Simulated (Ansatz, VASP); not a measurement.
**SrO in VASP and in Ansatz**

Contents of INCAR:

```
  PREC = Accurate
  ENCUT = 520
  EDIFF = 1E-8
  ISMEAR = -1
  SIGMA = 0.02
  LREAL = F
  LASPH = T
  NELM = 80
  ALGO = Normal
  ISIF = 2
  LWAVE = F
  LCHARG = F
  GGA = PE
  LEFG = T
  NBANDS = 15
```

The input KPOINTS:

```
regular mesh
0
Gamma
  8 8 8
```

Contents of POSCAR:

```
SrO
1.0
   -0.0256980000      2.5569510000      2.5569510000
    2.5569510000     -0.0256980000      2.5569510000
    2.5569510000      2.5569510000     -0.0256980000
Sr O
1 1
Direct
    0.0000000000      0.0000000000      0.0000000000
    0.5000000000      0.5000000000      0.5000000000
```

Input for Ansatz:

```yaml
crystal:
  lattice:
    - [-0.025698, 2.556951, 2.556951]
    - [2.556951, -0.025698, 2.556951]
    - [2.556951, 2.556951, -0.025698]
  atoms:
    - { symbol: Sr, position: [0.0, 0.0, 0.0] }
    - { symbol: O, position: [0.5, 0.5, 0.5] }
kpoints:
  mp_grid: { grid: [8, 8, 8] }
scf:
  occupations: { method: fermi_dirac, width: 0.02 }
hamiltonian:
  xc: pbe
  pseudopotentials: { kind: all_electron, datasets: crystal }
output:
  forces: true
  stress: true
  eigenvalues: true
  efg: { contact_densities: true }
```

Change from the starting cell: equal xy, yz and zx shear strains of -1 %, crystal datasets.

Alike in both runs: task electric field gradients; functional PBE; k mesh 8 × 8 × 8; occupations fermi-dirac, width 0.02 eV; no spin polarisation.

|  | VASP | Ansatz |
| --- | --- | --- |
| version | VASP 6.6.1 | Ansatz 0.2.0 |
| potentials or method | VASP PAW PBE potentials, release 64 (Sr_sv, O), cutoff 520 eV | all-electron PAW with datasets made for the crystal, scalar-relativistic |

```tsv
	VASP	Ansatz	Ansatz less VASP
gap on the k mesh at the Fermi level (eV)	3.24	3.29	+0.048
pressure (GPa)	3.5	2.9	-0.58
traceless stress, the component that is largest in VASP (GPa)	0.53	0.53	+0.001
size of Vzz on the site where it differs most (V/Å²)	7.5	7.5	-0.06
```

Ansatz ran all-electron here, and VASP with PAW potentials.
